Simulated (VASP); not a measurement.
# Ag (Im-3m) in VASP: further runs

Runs on Ag. Level: PBEsol. Tasks: single point.

All numbers are computed with VASP 6.6.1; they aren't measurements. Logs are shortened: lines on timing, memory, paths and dates and some standing lists are left out, and cuts for length are marked.

## (1) The cell of the first run

The structure is cubic, space group Im-3m (No. 229). Conventional cell: a = 3.309 Å, b = 3.309 Å, c = 3.309 Å, α = 90.00°, β = 90.00°, γ = 90.00°. Within 3.8 Å of Ag (site symmetry m-3m) lie 14 Ag at 2.87 to 3.31 Å.

## (2) Single point, PBEsol (volume scaled by 1.08)

INCAR reads:

```
SYSTEM = Ag
PREC     = Accurate       ! precision mode
ENCUT    = 520            ! plane-wave cutoff, eV
EDIFF    = 1E-6           ! SCF threshold, eV
ISMEAR   = -1             ! smearing method
SIGMA    = 0.1            ! smearing width, eV
LREAL    = .FALSE.        ! projectors in reciprocal space
LASPH    = .TRUE.         ! aspherical terms in the spheres
NELM     = 60             ! most SCF steps
ALGO     = Normal         ! electronic algorithm
ISIF     = 2              ! what is computed and relaxed
LWAVE    = .FALSE.        ! write WAVECAR
LCHARG   = .TRUE.         ! write CHGCAR
GGA      = PS             ! functional
LELF     = .TRUE.         ! ELF
LVHAR    = .TRUE.       
NBANDS   = 12             ! bands
```

KPOINTS reads:

```
Automatic mesh
0
G
  15 15 15
  0 0 0
```

POSCAR reads:

```
Ag
1.0
   -1.6547485015      1.6547485015      1.6547485015
    1.6547485015     -1.6547485015      1.6547485015
    1.6547485015      1.6547485015     -1.6547485015
Ag
1
Direct
    0.0000000000      0.0000000000      0.0000000000
```

Potentials or basis: VASP PAW PBE potentials, release 64 (Ag).

The run is started by

```
$ cat potpaw_PBE.64/Ag/POTCAR > POTCAR
$ mpirun -np 1 vasp_std > vasp.out
```

OUTCAR:

```text
SYSTEM = Ag
   PREC = Accurate
   ENCUT = 520
   EDIFF = 1E-6
   ISMEAR = -1
   LREAL = .FALSE.
   LASPH = .TRUE.
   NELM = 60
   ISIF = 2
   GGA = PS

 ion  position               nearest neighbor table
   1  0.000  0.000  0.000-

  LATTYP: Found a body centered cubic cell.
 ALAT       =     3.3094970030

  Lattice vectors:

 A1 = (  -1.6547485015,   1.6547485015,   1.6547485015)
 A2 = (   1.6547485015,  -1.6547485015,   1.6547485015)
 A3 = (   1.6547485015,   1.6547485015,  -1.6547485015)

Analysis of symmetry for initial positions (statically):
=====================================================================
 Subroutine PRICEL returns:
 Original cell was already a primitive cell.

 Routine SETGRP: Setting up the symmetry group for a
 body centered cubic supercell.

 Subroutine GETGRP returns: Found 48 space group operations
 (whereof 48 operations were pure point group operations)
 out of a pool of 48 trial point group operations.

The static configuration has the point symmetry O_h .

Analysis of symmetry for dynamics (positions and initial velocities):
=====================================================================
 Subroutine PRICEL returns:
 Original cell was already a primitive cell.

 Routine SETGRP: Setting up the symmetry group for a
 body centered cubic supercell.

 Subroutine GETGRP returns: Found 48 space group operations
 (whereof 48 operations were pure point group operations)
 out of a pool of 48 trial point group operations.

The dynamic configuration has the point symmetry O_h .

 Subroutine INISYM returns: Found 48 space group operations
 (whereof 48 operations are pure point group operations),
 and found     1 'primitive' translations

----------------------------------------------------------------------------------------

                                     Primitive cell

  volume of cell :      18.1241

  direct lattice vectors                    reciprocal lattice vectors
    -1.654748502  1.654748502  1.654748502     0.000000000  0.302160721  0.302160721
     1.654748502 -1.654748502  1.654748502     0.302160721  0.000000000  0.302160721
     1.654748502  1.654748502 -1.654748502     0.302160721  0.302160721  0.000000000

  length of vectors
     2.866108478  2.866108478  2.866108478     0.427319789  0.427319789  0.427319789

  position of ions in fractional coordinates (direct lattice)
     0.000000000  0.000000000  0.000000000

  ion indices of the primitive-cell ions
   primitive index   ion index
                 1           1

----------------------------------------------------------------------------------------

 KPOINTS: Automatic mesh

Automatic generation of k-mesh.
 Grid dimensions read from file:
 generate k-points for:   15   15   15

 Generating k-lattice:

  Cartesian coordinates                     Fractional coordinates (reciprocal lattice)
     0.000000000  0.020144048  0.020144048     0.066666667  0.000000000  0.000000000
     0.020144048  0.000000000  0.020144048     0.000000000  0.066666667  0.000000000
     0.020144048  0.020144048  0.000000000     0.000000000  0.000000000  0.066666667

  Length of vectors
     0.028487986  0.028487986  0.028487986

  Shift w.r.t. Gamma in fractional coordinates (k-lattice)
     0.000000000  0.000000000  0.000000000

 Subroutine IBZKPT returns following result:
 ===========================================

 Found    120 irreducible k-points:

 Following reciprocal coordinates:
            Coordinates               Weight
  0.000000  0.000000  0.000000      1.000000
  0.066667  0.000000  0.000000     12.000000
  0.133333  0.000000  0.000000     12.000000
  0.200000  0.000000  0.000000     12.000000
  0.266667  0.000000  0.000000     12.000000
  0.333333  0.000000  0.000000     12.000000
[... 16 lines left out ...]
  0.333333  0.200000 -0.000000     48.000000
  0.400000  0.200000  0.000000     24.000000
 [... further k-points ...]
   k-points           NKPTS =    120   k-points in BZ     NKDIM =    120   number of bands    NBANDS=     12
   number of dos      NEDOS =    301   number of ions     NIONS =      1
   total plane-waves  NPLWV =  13824
   dimension x,y,z NGX =    24 NGY =   24 NGZ =   24
   dimension x,y,z NGXF=    48 NGYF=   48 NGZF=   48
   ions per type =               1
   NGX,Y,Z   is equivalent  to a cutoff of  13.92, 13.92, 13.92 a.u.
   NGXF,Y,Z  is equivalent  to a cutoff of  27.84, 27.84, 27.84 a.u.
 SYSTEM =  Ag
   PREC   = accura    normal or accurate (medium, high low for compatibility)
   ISTART =      0    job   : 0-new  1-cont  2-samecut
   ICHARG =      2    charge: 1-file 2-atom 10-const
   ISPIN  =      1    spin polarized calculation?
   LNONCOLLINEAR =      F non collinear calculations
   LSORBIT =      F    spin-orbit coupling
   LASPH  =      T    aspherical Exc in radial PAW
   ENCUT  =  520.0 eV  38.22 Ry    6.18 a.u.   5.33  5.33  5.33*2*pi/ulx,y,z
   NELM   =     60;   NELMIN=  2; NELMDL= -5     # of ELM steps
   EDIFF  = 0.1E-05   stopping-criterion for ELM
   LREAL  =      F    real-space projection
   EDIFFG = 0.1E-04   stopping-criterion for IOM
   NSW    =      0    number of steps for IOM
   IBRION =     -1    ionic relax: 0-MD 1-quasi-New 2-CG
   NFREE  =      0    steps in history (QN), initial steepest desc. (CG)
   ISIF   =      2    stress and relaxation
   ISYM   =      2    0-nonsym 1-usesym 2-fastsym
   POTIM  = 0.5000    time-step for ionic-motion
   TEBEG  =    0.0;   TEEND  =   0.0 temperature during run
   PSTRESS=    0.0 pullay stress
   NELECT =      11.0000    total number of electrons
   NUPDOWN=      -1.0000    fix difference up-down
   EMIN   =  10.00;   EMAX   =-10.00  energy-range for DOS
   EFERMI =   0.00;   METHOD = LEGACY
   ISMEAR =    -1;   SIGMA  =   0.10  broadening in eV -4-tet -1-fermi 0-gaus
   EFERMI_NEDOS =   21; number of points for ismear=-14 and -15
   IALGO  =     38    algorithm
   IMIX   =      4    mixing-type and parameters
     AMIX     =   0.40;   BMIX     =  1.00
     AMIX_MAG =   1.60;   BMIX_MAG =  1.00
  volume/ion in A,a.u.               =      18.12       122.31
  Fermi-wavevector in a.u.,A,eV,Ry     =   1.386076  2.619304 26.139606  1.921207
  Thomas-Fermi vector in A             =   2.510426
   LORBIT       =      0    0 simple, 1 ext, 2 COOP (PROOUT), +10 PAW based schemes
   GGA     = PS    functional components
   LHFCALC =     F    Hartree Fock is set to
   AEXX    =    0.0000 exact exchange contribution
   IVDW    =     0    specifies the selected vdW correction
   LEPSILON=     F    determine dielectric tensor
   LRPA    =     F    only Hartree local field effects (RPA)
 non-spin polarized calculation
  energy-cutoff  :      520.00
  volume of cell :       18.12
 maximum number of plane-waves:       497
 NGX is ok and might be reduce to    24
   NGX = 11   NGY = 11   NGZ = 11

 number of electron      11.0000002 magnetization

 Free energy of the ion-electron system (eV)
  ---------------------------------------------------
  ext. energy  EPLUGINS =         0.00000000
  ---------------------------------------------------
  free energy    TOTEN  =        -3.24670425 eV

  energy without entropy =       -3.23756854  energy(sigma->0) =       -3.24213639

 E-fermi :   7.4117     XC(G=0): -12.0511

 val. band max:        7.3926544059   @ k =  -0.4000   0.4667   0.0667
 cond. band min:       7.4392143020   @ k =  -0.3333   0.4000   0.2000
 fundamental gap:      0.0465598961
 Fermi energy:         7.4117059211

 k-point     1 :       0.0000    0.0000    0.0000
  band No.  band energies     occupation
      1       0.0304      2.00000
      2       2.7462      2.00000
      3       2.7462      2.00000
      4       2.7462      2.00000
      5       3.9665      2.00000
      6       3.9665      2.00000
      7      25.1314      0.00000
      8      25.1314      0.00000
      9      25.1314      0.00000
     10      30.5075      0.00000
     11      30.5075      0.00000
     12      30.5075      0.00000

 k-point     2 :       0.0667    0.0000    0.0000
  band No.  band energies     occupation
      1       0.1704      2.00000
      2       2.7133      2.00000
      3       2.7517      2.00000
      4       2.8231      2.00000
      5       3.9309      2.00000
      6       3.9688      2.00000
      7      24.7217      0.00000
      8      25.0714      0.00000
      9      25.2130      0.00000
     10      29.0774      0.00000
     11      29.0886      0.00000
     12      29.6218      0.00000

 k-point     3 :       0.1333    0.0000    0.0000
  band No.  band energies     occupation
      1       0.5681      2.00000
      2       2.6216      2.00000
      3       2.7742      2.00000
      4       3.0464      2.00000
      5       3.8511      2.00000
      6       3.9765      2.00000
      7      23.2600      0.00000
      8      24.6267      0.00000
      9      25.4362      0.00000
     10      27.8067      0.00000
     11      27.9269      0.00000
     12      28.3123      0.00000
[... 286 lines left out ...]
 k-point    23 :       0.3333    0.2000   -0.0000
  band No.  band energies     occupation
      1       1.8362      2.00000
      2       2.2768      2.00000
      3       3.3412      2.00000
      4       3.8782      2.00000
      5       4.2733      2.00000
      6       8.3954      0.00011
      7      12.8391      0.00000
      8      16.3728      0.00000
      9      21.2449      0.00000
     10      27.2101      0.00000
     11      29.8435      0.00000
     12      32.7562      0.00000

 k-point    24 :       0.4000    0.2000    0.0000
  band No.  band energies     occupation
      1       1.8076      2.00000
      2       2.2552      2.00000
      3       3.3954      2.00000
      4       3.9077      2.00000
      5       4.3207      2.00000
      6       9.5383      0.00000
      7      11.4637      0.00000
      8      16.1875      0.00000
      9      21.1017      0.00000
     10      27.3336      0.00000
     11      29.8462      0.00000
     12      32.7386      0.00000

 [... further k-points ...]
[... 5 lines left out ...]
  --------------------------------------------------------------------------------------
  -------------------------------------------------------------------------------------
  Total       -0.8328701     -0.8328701     -0.8328701      0.0000000      0.0000000      0.0000000
  in kB      -73.6261143    -73.6261143    -73.6261143      0.0000000      0.0000000      0.0000000
  external PRESSURE =     -73.6261143 kB  Pullay stress =       0.0000000 kB

 VOLUME and BASIS-vectors are now :
 -----------------------------------------------------------------------------
  energy-cutoff  :      520.00
  volume of cell :       18.12
      direct lattice vectors                 reciprocal lattice vectors
    -1.654748502  1.654748502  1.654748502     0.000000000  0.302160721  0.302160721
     1.654748502 -1.654748502  1.654748502     0.302160721  0.000000000  0.302160721
     1.654748502  1.654748502 -1.654748502     0.302160721  0.302160721  0.000000000

 POSITION                                       TOTAL-FORCE (eV/Angst)
 -----------------------------------------------------------------------------------
      0.00000      0.00000      0.00000        -0.000000      0.000000      0.000000
 -----------------------------------------------------------------------------------
    total drift:                               -0.000000      0.000000      0.000000

  FREE ENERGIE OF THE ION-ELECTRON SYSTEM (eV)
  ---------------------------------------------------
  free  energy   TOTEN  =        -3.2467042466 eV

  energy  without entropy=       -3.2375685359  energy(sigma->0) =       -3.24213639
```

It took 8.5 s on 1 thread of Intel Xeon 6975P-C (Granite Rapids), shared host; peak memory 0.15 GiB.

Results:

```yaml
Free_energy: -3.2467 eV
Pressure: -7.4 GPa
```

Caveat: the cell differs from its parent crystal (volume scaled by 1.08); the PAW data sets were made with another functional, which shifts forces and pressure a little.

## (3) Single point, PBEsol (volume scaled by 1.12)

INCAR reads:

```
SYSTEM = Ag
ALGO = Normal
EDIFF = 1E-6
ENCUT = 520
GGA = PS
ISIF = 2
ISMEAR = -1
LASPH = .TRUE.
LCHARG = .TRUE.
LELF = .TRUE.
LREAL = .FALSE.
LVHAR = .TRUE.
LWAVE = .FALSE.
NBANDS = 12
NELM = 100
PREC = Accurate
SIGMA = 0.1
```

KPOINTS reads:

```
k-points
0
G
  15 15 15
  0 0 0
```

POSCAR reads:

```
Ag
1.0
   -1.6749303503      1.6749303503      1.6749303503
    1.6749303503     -1.6749303503      1.6749303503
    1.6749303503      1.6749303503     -1.6749303503
Ag
1
Direct
    0.0000000000      0.0000000000      0.0000000000
```

Potentials or basis: VASP PAW PBE potentials, release 64 (Ag).

The run is started by

```
$ cat potpaw_PBE.64/Ag/POTCAR > POTCAR
$ mpirun -np 1 vasp_std > vasp.out
```

Wall time 8.9 s (1 thread of Intel Xeon 6975P-C (Granite Rapids), shared host); peak memory 0.15 GiB.

It converged, with:

```
Free energy : -3.2112 eV
Pressure    : -9.7 GPa
```

Levels at points of the mesh, in eV from the Fermi level:
```
           k point  band 4  band 5  band 6  band 7  band 8  band 9
(0.00, 0.00, 0.00)   -4.55   -3.40   -3.40   17.57   17.57   17.57
```

Caveat: the cell differs from its parent crystal (volume scaled by 1.12); the PAW data sets were made with another functional, which shifts forces and pressure a little.

## (4) Single point, PBEsol

This run uses another cell than the first one, of 16.78 Å³/atom, 0.926 times its volume.

INCAR reads:

```
PREC = Accurate
ENCUT = 520
EDIFF = 1E-6
ISMEAR = -1
SIGMA = 0.1
LREAL = False
LASPH = True
NELM = 100
ALGO = Normal
ISIF = 2
LWAVE = False
LCHARG = False
GGA = PS
NBANDS = 12
```

KPOINTS reads:

```
Automatic mesh
0
Gamma
  22 22 22
```

POSCAR reads:

```
Ag
1.0
   -1.6128379902      1.6128379902      1.6128379902
    1.6128379902     -1.6128379902      1.6128379902
    1.6128379902      1.6128379902     -1.6128379902
Ag
1
Direct
    0.0000000000      0.0000000000      0.0000000000
```

The run is started by

```
$ cat potpaw_PBE.64/Ag/POTCAR > POTCAR
$ mpirun -np 1 vasp_std > vasp.out
```

It took 27 s on 1 thread of Intel Xeon 6975P-C (Granite Rapids), shared host; peak memory 0.19 GiB.

It converged, with:

```
Free energy : -3.2759 eV
Pressure    : -0.3 GPa
```

Levels at points of the mesh, in eV from the Fermi level:
```
           k point  band 3  band 4  band 5  band 6  band 7  band 8  band 9  band 10
(0.00, 0.00, 0.00)   -4.95   -4.95   -3.57   -3.57   18.00   18.00   18.00    24.54
(0.50, 0.00, 0.00)   -3.63   -3.44   -2.52   -0.17    4.24   13.37   14.59    20.21
(0.50, 0.50, 0.50)   -2.78   -2.78   -2.78    6.89    6.89    6.89   13.04    13.69
```

Caveat: the PAW data sets were made with another functional, which shifts forces and pressure a little.

## (5) Overview

| cell | k mesh | gap on the mesh (eV) | pressure (GPa) |
| --- | --- | --- | --- |
| a = 2.866 Å, angles 109.5°, 1 atom | 15 × 15 × 15 | none | -7.4 |
| a = 2.901 Å, angles 109.5°, 1 atom | 15 × 15 × 15 | none | -9.7 |
| a = 2.794 Å, angles 109.5°, 1 atom | 22 × 22 × 22 | none | -0.3 |

Alike in all rows: task single point; level PBEsol; potentials or basis VASP PAW PBE potentials, release 64 (Ag); no spin polarisation; cutoff (eV) 520; smearing fermi-dirac 0.1 eV.

Caveats: the PAW data sets were made with another functional, which shifts forces and pressure a little.

Absolute energies hang on the potentials; compare differences alone.
